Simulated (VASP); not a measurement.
## TaN: single point with PBE

Crystal: TaN.

```
Ta N
1.0
     0.11327    2.23708    2.23708
     2.23708    0.11327    2.23708
     2.23708    2.23708    0.11327
Ta N
1 1
Direct
  0.50000 0.50000 0.50000
  0.00000 0.00000 0.00000
```

This cell differs from its parent crystal: ratio of the length along [111] to the lengths across it x 1.08, volume and fractional coordinates fixed.

| Property | Result |
| --- | --- |
| Program | VASP 6.6.1 |
| Task | single point |
| Functional | PBE |
| Potentials or basis | VASP PAW PBE potentials, release 64 (Ta_pv, N) |
| Cutoff | 520 eV |
| k mesh | 20 × 20 × 20 |
| Occupations | gaussian, width 0.15 eV |
| Spin | no spin polarisation |
| Dipole correction | no |
| Further INCAR settings | ALGO = Normal; EDIFF = 1e-06; NBANDS = 15 |

| Quantity | Value |
| --- | --- |
| Pressure | 15.9 GPa |
| Band gap on the k mesh | zero (band 8 reaches 11.43 eV, above the bottom of band 9 at 8.02 eV) |

Stress tensor (GPa, compression positive):
```
15.88 -2.84 -2.84
-2.84 15.88 -2.84
-2.84 -2.84 15.88
```

Levels at points of the mesh, in eV from the Fermi level:
```csv
k point,band 5,band 6,band 7,band 8,band 9,band 10,band 11,band 12
"(0.00, 0.00, 0.00)",-4.11,-3.63,-3.63,-3.00,-1.76,-1.76,0.25,0.25
"(0.50, 0.00, 0.00)",-10.49,-8.20,-7.42,0.87,2.84,3.00,3.95,7.84
"(0.50, 0.50, 0.00)",-6.64,-5.60,-4.80,-4.39,2.16,3.52,3.94,4.79
"(0.50, 0.50, 0.50)",-10.58,-7.18,-7.18,1.64,1.64,1.69,4.35,7.39
```

Wall time 67 s on 1 thread of Intel(R) Xeon(R) 6975P-C (Granite Rapids), with other jobs on the host, peak memory 0.35 GiB.

Caveat: spin-orbit coupling is left out, which moves the levels of the heavy elements.
